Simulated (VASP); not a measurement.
# TiAl (P-6m2) in VASP: a series of runs, part 2 of 3

VASP 6.6.1. The steps go on from the part before.

## (3) Single point, PBEsol

This run uses another cell than the first one, of 16.82 Å³/atom, 1.004 times its volume.

Contents of INCAR:

```
ALGO     = Fast           # electronic algorithm
EDIFF    = 1E-6           # SCF threshold, eV
ENCUT    = 520            # plane-wave cutoff, eV
GGA      = PS             # functional
ISIF     = 2              # what is computed and relaxed
ISMEAR   = 0              # smearing method
LASPH    = True           # aspherical terms in the spheres
LCHARG   = True           # write CHGCAR
LELF     = True           # ELF
LREAL    = False          # projectors in reciprocal space
LVHAR    = True         
LWAVE    = False          # write WAVECAR
NBANDS   = 14             # bands
NELM     = 60             # most SCF steps
PREC     = Accurate       # precision mode
SIGMA    = 0.15           # smearing width, eV
```

Contents of KPOINTS:

```
k-points
0
Gamma
  18 18 10
```

Contents of POSCAR:

```
TiAl
1.0
    2.7906000000      0.0000000000      0.0000000000
   -1.3953000000      2.4167304918      0.0000000000
    0.0000000000      0.0000000000      4.9887000000
Ti Al
1 1
Direct
    0.0000000000      0.0000000000      0.0000000000
    0.3333333333      0.6666666667      0.5000000000
```

Potentials or basis: VASP PAW PBE potentials, release 64 (Ti_sv, Al).

Started as:

```bash
$ cat potpaw_PBE.64/Ti_sv/POTCAR potpaw_PBE.64/Al/POTCAR > POTCAR
$ mpirun -np 1 vasp_std > vasp.out
```

OUTCAR:

```text
EDIFF = 1E-6
   ENCUT = 520
   GGA = PS
   ISIF = 2
   ISMEAR = 0
   LASPH = True
   LREAL = False
   NELM = 60
   PREC = Accurate

 ion  position               nearest neighbor table
   1  0.000  0.000  0.000-   2 2.97   2 2.97   2 2.97   2 2.97   2 2.97   2 2.97
   2  0.333  0.667  0.500-   1 2.97   1 2.97   1 2.97   1 2.97   1 2.97   1 2.97

  LATTYP: Found a hexagonal cell.
 ALAT       =     2.7906000000
 C/A-ratio  =     1.7876800688

  Lattice vectors:

 A1 = (   2.7906000000,   0.0000000000,   0.0000000000)
 A2 = (  -1.3953000000,   2.4167304918,   0.0000000000)
 A3 = (   0.0000000000,   0.0000000000,   4.9887000000)

Analysis of symmetry for initial positions (statically):
=====================================================================
 Subroutine PRICEL returns:
 Original cell was already a primitive cell.

 Routine SETGRP: Setting up the symmetry group for a
 hexagonal supercell.

 Subroutine GETGRP returns: Found 12 space group operations
 (whereof 12 operations were pure point group operations)
 out of a pool of 24 trial point group operations.

The static configuration has the point symmetry D_3h.

Analysis of symmetry for dynamics (positions and initial velocities):
=====================================================================
 Subroutine PRICEL returns:
 Original cell was already a primitive cell.

 Routine SETGRP: Setting up the symmetry group for a
 hexagonal supercell.

 Subroutine GETGRP returns: Found 12 space group operations
 (whereof 12 operations were pure point group operations)
 out of a pool of 24 trial point group operations.

The dynamic configuration has the point symmetry D_3h.

 Subroutine INISYM returns: Found 12 space group operations
 (whereof 12 operations are pure point group operations),
 and found     1 'primitive' translations

[... 115 lines left out ...]
  volume/ion in A,a.u.               =      16.82       113.52
  Fermi-wavevector in a.u.,A,eV,Ry     =   1.250645  2.363377 21.281061  1.564114
  Thomas-Fermi vector in A             =   2.384630
   LORBIT       =      0    0 simple, 1 ext, 2 COOP (PROOUT), +10 PAW based schemes
   GGA     = PS    functional components
   LHFCALC =     F    Hartree Fock is set to
   AEXX    =    0.0000 exact exchange contribution
   IVDW    =     0    specifies the selected vdW correction
   LEPSILON=     F    determine dielectric tensor
   LRPA    =     F    only Hartree local field effects (RPA)
 non-spin polarized calculation
 RMM-DIIS sequential band-by-band and
 Gauss-broadening in eV      SIGMA  =   0.15
  energy-cutoff  :      520.00
  volume of cell :       33.64
 maximum number of plane-waves:       918
 NGX is ok and might be reduce to    24
   NGX = 11   NGY = 11   NGZ = 19

 number of electron      14.9999996 magnetization

 Free energy of the ion-electron system (eV)
  ---------------------------------------------------
  ext. energy  EPLUGINS =         0.00000000
  ---------------------------------------------------
  free energy    TOTEN  =       -12.82569667 eV

  energy without entropy =      -12.80372984  energy(sigma->0) =      -12.81471326

 E-fermi :   7.7875     XC(G=0): -10.9806

 val. band max:        7.7801325785   @ k =   0.2222   0.2222   0.2000
 cond. band min:       7.7925634373   @ k =   0.3333   0.0556   0.1000
 fundamental gap:      0.0124308588
 Fermi energy:         7.7875073362

 k-point     1 :       0.0000    0.0000    0.0000
  band No.  band energies     occupation
      1     -48.5745      2.00000
      2     -25.0073      2.00000
      3     -24.4705      2.00000
      4     -24.4705      2.00000
      5      -1.3389      2.00000
      6       5.0423      2.00000
      7       5.2552      2.00000
      8       9.0486      0.00000
      9       9.0486      0.00000
     10      10.5381      0.00000
     11      10.7172      0.00000
     12      10.7172      0.00000
     13      21.4065      0.00000
     14      21.4069      0.00000
[... 377 lines left out ...]
      1     -48.4427      2.00000
      2     -25.1641      2.00000
      3     -24.8856      2.00000
      4     -24.6898      2.00000
      5       3.6410      2.00000
      6       6.0195      2.00000
      7       6.2728      2.00000
      8       6.8967      2.00000
      9       9.4478      0.00000
     10      10.6979      0.00000
     11      11.5315      0.00000
     12      11.9892      0.00000
     13      13.2471      0.00000
     14      14.3275      0.00000

 [... further k-points ...]
[... 5 lines left out ...]
  --------------------------------------------------------------------------------------
  -------------------------------------------------------------------------------------
  Total        0.2847746      0.2847746     -3.0333273     -0.0000000      0.0000000      0.0000000
  in kB       13.5612172     13.5612172   -144.4497062     -0.0000000      0.0000000      0.0000000
  external PRESSURE =     -39.1090906 kB  Pullay stress =       0.0000000 kB

 VOLUME and BASIS-vectors are now :
 -----------------------------------------------------------------------------
  energy-cutoff  :      520.00
  volume of cell :       33.64
      direct lattice vectors                 reciprocal lattice vectors
     2.790600000  0.000000000  0.000000000     0.358345875  0.206891088  0.000000000
    -1.395300000  2.416730492  0.000000000     0.000000000  0.413782175  0.000000000
     0.000000000  0.000000000  4.988700000     0.000000000  0.000000000  0.200453024

 POSITION                                       TOTAL-FORCE (eV/Angst)
 -----------------------------------------------------------------------------------
      0.00000      0.00000      0.00000        -0.000000      0.000000      0.000000
     -0.00000      1.61115      2.49435         0.000000      0.000000      0.000000
 -----------------------------------------------------------------------------------
    total drift:                                0.000000     -0.000000      0.000000

  FREE ENERGIE OF THE ION-ELECTRON SYSTEM (eV)
  ---------------------------------------------------
  free  energy   TOTEN  =       -12.8256966746 eV

  energy  without entropy=      -12.8037298442  energy(sigma->0) =      -12.81471326
```

OSZICAR:

```text
N       E                     dE             d eps       ncg     rms          rms(c)
DAV:   1     0.991840283242E+02    0.99184E+02   -0.71220E+03  6222   0.108E+03
DAV:   2    -0.837125673814E+01   -0.10756E+03   -0.10321E+03  6492   0.298E+02
DAV:   3    -0.140871783699E+02   -0.57159E+01   -0.55644E+01  9274   0.664E+01
[... 20 lines left out ...]
RMM:  24    -0.128256911297E+02   -0.26232E-05   -0.35312E-05  7552   0.286E-02    0.100E-02
RMM:  25    -0.128256930239E+02   -0.18942E-05   -0.24137E-05  7029   0.203E-02    0.611E-03
RMM:  26    -0.128256946382E+02   -0.16143E-05   -0.18049E-05  6635   0.163E-02    0.429E-03
RMM:  27    -0.128256957788E+02   -0.11406E-05   -0.12838E-05  5938   0.142E-02    0.256E-03
RMM:  28    -0.128256966746E+02   -0.89578E-06   -0.98996E-06  6222   0.131E-02
   1 F= -.12825697E+02 E0= -.12814713E+02  d E =-.219668E-01
```

stdout:

```text
POSCAR found type information on POSCAR TiAl
 POSCAR found :  2 types and       2 ions
 scaLAPACK will be used
 -----------------------------------------------------------------------------
|                                                                             |
|                                                                             |
|     You enforced a specific xc type in the INCAR file but a different       |
|     I HOPE YOU KNOW WHAT YOU ARE DOING!                                     |
|                                                                             |
 -----------------------------------------------------------------------------

 LDA part: xc-table for (Slater+PW92), standard interpolation
 POSCAR, INCAR and KPOINTS ok, starting setup
 FFT: planning ... GRIDC
 FFT: planning ... GRID_SOFT
 FFT: planning ... GRID
 WAVECAR not read
 entering main loop
WARNING in EDDRMM: call to ZHEGV failed, returncode =   6  3     12
WARNING in EDDRMM: call to ZHEGV failed, returncode =   6  3      8
WARNING in EDDRMM: call to ZHEGV failed, returncode =   8  4      3
WARNING in EDDRMM: call to ZHEGV failed, returncode =   8  4      3
```

It took 2.1 min on 1 thread of Intel Xeon Platinum 8488C (Sapphire Rapids), shared host; peak memory 0.24 GiB.

Results:

```
Free energy : -12.8257 eV
Pressure    : -3.9 GPa
```

Stress tensor (GPa, compression positive):
```
  1.36   0.00   0.00
  0.00   1.36   0.00
  0.00   0.00 -14.44
```

Caveat: the PAW data sets were made with another functional, which shifts forces and pressure a little.

(Part 2 of 3 ends here.)
